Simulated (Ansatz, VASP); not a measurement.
# Two plane-wave programs on InPd

The input INCAR:

```
SYSTEM = InPd
ALGO = Normal
EDIFF = 1E-7
ENCUT = 520
GGA = PE
ISIF = 2
ISMEAR = 0
LASPH = .TRUE.
LCHARG = .TRUE.
LELF = .TRUE.
LREAL = .FALSE.
LVHAR = .TRUE.
LWAVE = .FALSE.
NBANDS = 18
NELM = 80
PREC = Accurate
SIGMA = 0.1
```

Contents of KPOINTS:

```
k-points
0
G
  14 14 14
  0 0 0
```

POSCAR

```
InPd
1.0
    3.2377903031      0.0000000000      0.0000000000
    0.0000000000      3.2377903031      0.0000000000
    0.0000000000      0.0000000000      3.2377903031
In Pd
1 1
Direct
    0.0000000000      0.0000000000      0.0000000000
    0.5000000000      0.5000000000      0.5000000000
```

Input for Ansatz:

```yaml
crystal:
  lattice:
    - [3.2377903031, 0.0, 0.0]
    - [0.0, 3.2377903031, 0.0]
    - [0.0, 0.0, 3.2377903031]
  atoms:
    - { symbol: In, position: [0.0, 0.0, 0.0] }
    - { symbol: Pd, position: [0.5, 0.5, 0.5] }
basis:
  ecutwfc: 420
kpoints:
  mp_grid: { grid: [14, 14, 14] }
hamiltonian:
  xc: pbe
scf:
  occupations: { method: gaussian, width: 0.1 }
output:
  forces: true
  stress: true
  eigenvalues: true
```

Alike in both runs: task single point; functional PBE; k mesh 14 × 14 × 14; occupations gaussian, width 0.1 eV; no spin polarisation.

|  | VASP | Ansatz |
| --- | --- | --- |
| version | VASP 6.6.1 | Ansatz 0.2.0 |
| potentials or method | VASP PAW PBE potentials, release 64 (In_d, Pd), cutoff 520 eV | scalar-relativistic, plane waves, PAW |
| valence electrons in the cell | 23 | 31 |

|  | VASP | Ansatz | Ansatz less VASP |
| --- | --- | --- | --- |
| gap on the k mesh at the Fermi level (eV) | none | none | - |
| pressure (GPa) | 8.3 | 8.2 | -0.08 |

A gap of «none» marks a metal or a gap that the smearing closes. VASP's potentials hold 23 valence electrons a cell and Ansatz's 31, so a difference there can come from the potentials and not from the codes.
